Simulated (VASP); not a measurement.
# Ta2O5 (P2/m) in VASP: single point with LDA

Aim: the single point of Ta2O5 with LDA.

Program: VASP 6.6.1. These are calculated values, not measurements. Logs are shortened: lines on timing, memory, paths and dates and some standing lists are left out, and cuts for length are marked.

### Step 1. The cell of the first run

Symmetry: P2/m, No. 10, monoclinic system. Conventional cell: a = 3.810 Å, b = 3.837 Å, c = 6.732 Å, α = 90.00°, β = 106.32°, γ = 90.00°. Ta (site symmetry m) has 6 O at 1.89 to 2.18 Å within 2.5 Å. O (site symmetry m) has 2 Ta at 1.92 Å within 2.5 Å. O (site symmetry m) has 3 Ta at 1.97 to 2.18 Å and 2 O at 2.53 Å within 2.6 Å. O (site symmetry 2/m) has 2 Ta at 1.89 Å within 2.5 Å.

### Step 2. Single point, LDA

INCAR reads:

```
ALGO     = Normal         # electronic algorithm
EDIFF    = 1E-6           # SCF threshold, eV
ENCUT    = 700            # plane-wave cutoff, eV
GGA_COMPAT= F            
ISIF     = 2              # what is computed and relaxed
ISMEAR   = 0              # smearing method
LASPH    = T              # aspherical terms in the spheres
LCHARG   = F              # write CHGCAR
LREAL    = F              # projectors in reciprocal space
LWAVE    = F              # write WAVECAR
NBANDS   = 37             # bands
NELM     = 120            # most SCF steps
PREC     = Accurate       # precision mode
SIGMA    = 0.02           # smearing width, eV
```

KPOINTS reads:

```
k-points
0
Gamma
  8 8 4
```

POSCAR reads:

```
Ta2O5
1.0
    3.8099595098      0.0000000000     -0.0256982176
    0.0000000000      3.8369883676      0.0000000000
   -1.8477283631      0.0000000000      6.4730060373
Ta O
2 5
Direct
    0.6465977665      0.0000000000      0.7923741702
    0.3534022335      0.0000000000      0.2076258298
    0.6520719539      0.5000000000      0.8005311476
    0.3479280461      0.5000000000      0.1994688524
    0.1859186764      0.0000000000      0.8707282884
    0.8140813236      0.0000000000      0.1292717116
    0.5000000000      0.0000000000      0.5000000000
```

Potentials or basis: VASP PAW LDA potentials, release 64 (Ta_sv_GW, O).

Command:

```console
cat potpaw_LDA.64/Ta_sv_GW/POTCAR potpaw_LDA.64/O/POTCAR > POTCAR
mpirun -np 1 vasp_std > vasp.out
```

OUTCAR:

```text
EDIFF = 1E-6
   ENCUT = 700
   ISIF = 2
   ISMEAR = 0
   LASPH = T
   LREAL = F
   NELM = 120
   PREC = Accurate

 ion  position               nearest neighbor table
   1  0.647  0.000  0.792-   7 1.89   3 1.92   3 1.92   5 1.97   5 1.97   6 2.18   2 3.29   2 3.29

   2  0.353  0.000  0.208-   7 1.89   4 1.92   4 1.92   6 1.97   6 1.97   5 2.18   1 3.29   1 3.29

   3  0.652  0.500  0.801-   1 1.92   1 1.92
   4  0.348  0.500  0.199-   2 1.92   2 1.92
   5  0.186  0.000  0.871-   1 1.97   1 1.97   2 2.18
   6  0.814  0.000  0.129-   2 1.97   2 1.97   1 2.18
   7  0.500  0.000  0.500-   1 1.89   2 1.89

  LATTYP: Found a simple monoclinic cell.
 ALAT       =     3.8100461762
 B/A-ratio  =     1.0070713556
 C/A-ratio  =     1.7667923762
 COS(beta)  =    -0.2809669206

  Lattice vectors:

 A1 = (   3.8099595098,   0.0000000000,  -0.0256982176)
 A2 = (   0.0000000000,   3.8369883676,   0.0000000000)
 A3 = (  -1.8477283631,   0.0000000000,   6.4730060373)

Analysis of symmetry for initial positions (statically):
=====================================================================
 Subroutine PRICEL returns:
 Original cell was already a primitive cell.

 Routine SETGRP: Setting up the symmetry group for a
 simple monoclinic supercell.

 Subroutine GETGRP returns: Found  4 space group operations
 (whereof  4 operations were pure point group operations)
 out of a pool of  4 trial point group operations.

The static configuration has the point symmetry C_2h.

Analysis of symmetry for dynamics (positions and initial velocities):
=====================================================================
 Subroutine PRICEL returns:
 Original cell was already a primitive cell.

 Routine SETGRP: Setting up the symmetry group for a
 simple monoclinic supercell.

 Subroutine GETGRP returns: Found  4 space group operations
 (whereof  4 operations were pure point group operations)
 out of a pool of  4 trial point group operations.

The dynamic configuration has the point symmetry C_2h.

 Subroutine INISYM returns: Found  4 space group operations
 (whereof  4 operations are pure point group operations),
 and found     1 'primitive' translations

----------------------------------------------------------------------------------------

                                     Primitive cell

  volume of cell :      94.4452

  direct lattice vectors                    reciprocal lattice vectors
     3.809959510  0.000000000 -0.025698218     0.262976308  0.000000000  0.075066944
     0.000000000  3.836988368  0.000000000     0.000000000  0.260621066  0.000000000
    -1.847728363  0.000000000  6.473006037     0.001044032  0.000000000  0.154785749

  length of vectors
     3.810046176  3.836988368  6.731560537     0.273480502  0.260621066  0.154789270

  position of ions in fractional coordinates (direct lattice)
     0.646597767  0.000000000  0.792374170
     0.353402233  0.000000000  0.207625830
     0.652071954  0.500000000  0.800531148
     0.347928046  0.500000000  0.199468852
     0.185918676  0.000000000  0.870728288
     0.814081324  0.000000000  0.129271712
     0.500000000  0.000000000  0.500000000

  ion indices of the primitive-cell ions
   primitive index   ion index
                 1           1
                 2           2
                 3           3
                 4           4
                 5           5
                 6           6
                 7           7

----------------------------------------------------------------------------------------

 KPOINTS: k-points

Automatic generation of k-mesh.
 Grid dimensions read from file:
 generate k-points for:    8    8    4

 Generating k-lattice:

  Cartesian coordinates                     Fractional coordinates (reciprocal lattice)
     0.032872039  0.000000000  0.009383368     0.125000000  0.000000000  0.000000000
     0.000000000  0.032577633  0.000000000     0.000000000  0.125000000  0.000000000
     0.000261008  0.000000000  0.038696437     0.000000000  0.000000000  0.250000000

  Length of vectors
     0.034185063  0.032577633  0.038697317

  Shift w.r.t. Gamma in fractional coordinates (k-lattice)
     0.000000000  0.000000000  0.000000000

 Subroutine IBZKPT returns following result:
 ===========================================

 Found     90 irreducible k-points:

 Following reciprocal coordinates:
            Coordinates               Weight
  0.000000  0.000000  0.000000      1.000000
  0.125000  0.000000  0.000000      2.000000
  0.250000  0.000000  0.000000      2.000000
  0.375000  0.000000 -0.000000      2.000000
  0.500000  0.000000  0.000000      1.000000
  0.000000  0.125000  0.000000      2.000000
[... 16 lines left out ...]
  0.250000  0.500000  0.000000      2.000000
  0.375000  0.500000 -0.000000      2.000000
 [... further k-points ...]
   k-points           NKPTS =     90   k-points in BZ     NKDIM =     90   number of bands    NBANDS=     37
   number of dos      NEDOS =    301   number of ions     NIONS =      7
   total plane-waves  NPLWV =  77760
   dimension x,y,z NGX =    36 NGY =   36 NGZ =   60
   dimension x,y,z NGXF=    72 NGYF=   72 NGZF=  120
   ions per type =               2   5
   NGX,Y,Z   is equivalent  to a cutoff of  15.71, 15.60, 14.82 a.u.
   NGXF,Y,Z  is equivalent  to a cutoff of  31.42, 31.20, 29.64 a.u.
 SYSTEM =  unknown system
   PREC   = accura    normal or accurate (medium, high low for compatibility)
   ISTART =      0    job   : 0-new  1-cont  2-samecut
   ICHARG =      2    charge: 1-file 2-atom 10-const
   ISPIN  =      1    spin polarized calculation?
   LNONCOLLINEAR =      F non collinear calculations
   LSORBIT =      F    spin-orbit coupling
   LASPH  =      T    aspherical Exc in radial PAW
   ENCUT  =  700.0 eV  51.45 Ry    7.17 a.u.   8.22  8.28 14.52*2*pi/ulx,y,z
   NELM   =    120;   NELMIN=  2; NELMDL= -5     # of ELM steps
   EDIFF  = 0.1E-05   stopping-criterion for ELM
   LREAL  =      F    real-space projection
   EDIFFG = 0.1E-04   stopping-criterion for IOM
   NSW    =      0    number of steps for IOM
   IBRION =     -1    ionic relax: 0-MD 1-quasi-New 2-CG
   NFREE  =      0    steps in history (QN), initial steepest desc. (CG)
   ISIF   =      2    stress and relaxation
   ISYM   =      2    0-nonsym 1-usesym 2-fastsym
   POTIM  = 0.5000    time-step for ionic-motion
   TEBEG  =    0.0;   TEEND  =   0.0 temperature during run
   PSTRESS=    0.0 pullay stress
   NELECT =      56.0000    total number of electrons
   NUPDOWN=      -1.0000    fix difference up-down
   EMIN   =  10.00;   EMAX   =-10.00  energy-range for DOS
   EFERMI =   0.00;   METHOD = LEGACY
   ISMEAR =     0;   SIGMA  =   0.02  broadening in eV -4-tet -1-fermi 0-gaus
   EFERMI_NEDOS =   21; number of points for ismear=-14 and -15
   IALGO  =     38    algorithm
   IMIX   =      4    mixing-type and parameters
     AMIX     =   0.40;   BMIX     =  1.00
     AMIX_MAG =   1.60;   BMIX_MAG =  1.00
  volume/ion in A,a.u.               =      13.49        91.05
  Fermi-wavevector in a.u.,A,eV,Ry     =   1.375343  2.599021 25.736334  1.891567
  Thomas-Fermi vector in A             =   2.500687
   LORBIT       =      0    0 simple, 1 ext, 2 COOP (PROOUT), +10 PAW based schemes
   GGA     = CA    functional components
   LHFCALC =     F    Hartree Fock is set to
   AEXX    =    0.0000 exact exchange contribution
   IVDW    =     0    specifies the selected vdW correction
   LEPSILON=     F    determine dielectric tensor
   LRPA    =     F    only Hartree local field effects (RPA)
 non-spin polarized calculation
 Gauss-broadening in eV      SIGMA  =   0.02
  energy-cutoff  :      700.00
  volume of cell :       94.45
 maximum number of plane-waves:      3989
 NGX is ok and might be reduce to    36
   NGX = 17   NGY = 17   NGZ = 29

 number of electron      55.9999998 magnetization

 Free energy of the ion-electron system (eV)
  ---------------------------------------------------
  ext. energy  EPLUGINS =         0.00000000
  ---------------------------------------------------
  free energy    TOTEN  =       -79.35623746 eV

  energy without entropy =      -79.35623746  energy(sigma->0) =      -79.35623746

 E-fermi :   2.9767     XC(G=0): -10.7701

 val. band max:        2.7521412546   @ k =   0.5000   0.5000   0.5000
 cond. band min:       4.8731839767   @ k =   0.0000   0.0000   0.5000
 fundamental gap:      2.1210427221
 Fermi energy:         2.9767478263

 k-point     1 :       0.0000    0.0000    0.0000
  band No.  band energies     occupation
      1     -64.5134      2.00000
      2     -64.5028      2.00000
      3     -31.5633      2.00000
      4     -31.3589      2.00000
      5     -31.2863      2.00000
      6     -31.2754      2.00000
[... 29 lines left out ...]
     36      10.3325      0.00000
     37      10.4635      0.00000

 k-point     2 :       0.1250    0.0000    0.0000
  band No.  band energies     occupation
      1     -64.5128      2.00000
      2     -64.5030      2.00000
      3     -31.5601      2.00000
      4     -31.3857      2.00000
      5     -31.3018      2.00000
      6     -31.2744      2.00000
[... 29 lines left out ...]
     36      10.3473      0.00000
     37      10.7093      0.00000

 k-point     3 :       0.2500    0.0000    0.0000
  band No.  band energies     occupation
      1     -64.5112      2.00000
      2     -64.5037      2.00000
      3     -31.5546      2.00000
      4     -31.4432      2.00000
      5     -31.3342      2.00000
      6     -31.2809      2.00000
[... 29 lines left out ...]
     36      10.1885      0.00000
     37      11.0274      0.00000
[... 761 lines left out ...]
 k-point    23 :       0.2500    0.5000    0.0000
  band No.  band energies     occupation
      1     -64.5101      2.00000
      2     -64.5026      2.00000
      3     -31.5480      2.00000
      4     -31.4370      2.00000
      5     -31.3284      2.00000
      6     -31.3053      2.00000
[... 29 lines left out ...]
     36      10.9287      0.00000
     37      11.4135      0.00000

 k-point    24 :       0.3750    0.5000   -0.0000
  band No.  band energies     occupation
      1     -64.5079      2.00000
      2     -64.5038      2.00000
      3     -31.5472      2.00000
      4     -31.4913      2.00000
      5     -31.3495      2.00000
      6     -31.2987      2.00000
[... 29 lines left out ...]
     36      11.3308      0.00000
     37      11.5794      0.00000

 [... further k-points ...]

------------------------ aborting loop because EDIFF is reached ----------------------------------------

  FORCE on cell =-STRESS in cart. coord.  units (eV):
  Direction    XX          YY          ZZ          XY          YZ          ZX
  --------------------------------------------------------------------------------------
  -------------------------------------------------------------------------------------
  Total        0.3439042      0.6373242      0.4699292      0.0000000      0.0000000     -0.0089927
  in kB        5.8340241     10.8116279      7.9719235      0.0000000      0.0000000     -0.1525536
  external PRESSURE =       8.2058585 kB  Pullay stress =       0.0000000 kB

 VOLUME and BASIS-vectors are now :
 -----------------------------------------------------------------------------
  energy-cutoff  :      700.00
  volume of cell :       94.45
      direct lattice vectors                 reciprocal lattice vectors
     3.809959510  0.000000000 -0.025698218     0.262976308  0.000000000  0.075066944
     0.000000000  3.836988368  0.000000000     0.000000000  0.260621066  0.000000000
    -1.847728363  0.000000000  6.473006037     0.001044032  0.000000000  0.154785749

 POSITION                                       TOTAL-FORCE (eV/Angst)
 -----------------------------------------------------------------------------------
      0.99942      0.00000      5.11243         0.001433     -0.000000      0.043297
      0.96281      0.00000      1.33488        -0.001433     -0.000000     -0.043297
      1.00520      1.91849      5.16509         0.000120     -0.000000      0.005327
      0.95703      1.91849      1.28222        -0.000120     -0.000000     -0.005327
     -0.90053      0.00000      5.63145        -0.001606     -0.000000      0.005108
      2.86276      0.00000      0.81586         0.001606      0.000000     -0.005108
      0.98112      0.00000      3.22365         0.000000     -0.000000      0.000000
 -----------------------------------------------------------------------------------
    total drift:                               -0.000000      0.000000     -0.000000

  FREE ENERGIE OF THE ION-ELECTRON SYSTEM (eV)
  ---------------------------------------------------
  free  energy   TOTEN  =       -79.3562374566 eV

  energy  without entropy=      -79.3562374566  energy(sigma->0) =      -79.35623746
```

Wall time 11 min (1 thread of AMD EPYC 7R43 (Zen 3), shared host); peak memory 0.48 GiB.

Results:

- Free energy: -79.3562 eV
- Pressure: 0.8 GPa
- Largest force: 0.043 eV/Å
- Band gap on the k mesh: 2.12 eV (least direct gap 2.72 eV)

Forces in eV/Å, atoms in the order of the input:
```
Ta   0.001  0.000  0.043
Ta  -0.001  0.000 -0.043
O    0.000  0.000  0.005
O    0.000  0.000 -0.005
O   -0.002  0.000  0.005
O    0.002  0.000 -0.005
O    0.000  0.000  0.000
```

Stress tensor (GPa, compression positive):
```
 0.58  0.00 -0.02
 0.00  1.08  0.00
-0.02  0.00  0.80
```

Levels at points of the mesh, in eV from the valence-band top:
| k point | band 26 | band 27 | band 28 | band 29 | band 30 | band 31 |
| --- | --- | --- | --- | --- | --- | --- |
| (0.00, 0.00, 0.00) | -0.83 | -0.61 | -0.56 | 2.16 | 2.61 | 2.81 |
| (0.50, 0.00, 0.00) | -1.09 | -0.96 | -0.77 | 2.51 | 3.15 | 4.05 |
| (0.00, 0.50, 0.00) | -1.81 | -1.71 | -0.32 | 4.38 | 5.57 | 5.79 |
| (0.50, 0.50, 0.00) | -0.66 | -0.11 | 0.00 | 3.24 | 5.11 | 5.68 |
| (0.00, 0.00, 0.50) | -0.89 | -0.80 | -0.70 | 2.12 | 2.66 | 2.75 |
| (0.50, 0.00, 0.50) | -1.07 | -0.96 | -0.77 | 2.51 | 3.15 | 4.03 |
| (0.00, 0.50, 0.50) | -1.88 | -1.39 | -0.32 | 4.20 | 5.54 | 5.56 |
| (0.50, 0.50, 0.50) | -0.68 | -0.11 | 0.00 | 3.23 | 5.12 | 5.68 |

Caveat: spin-orbit coupling is left out, which moves the levels of the heavy elements. A k mesh can miss the band edges.
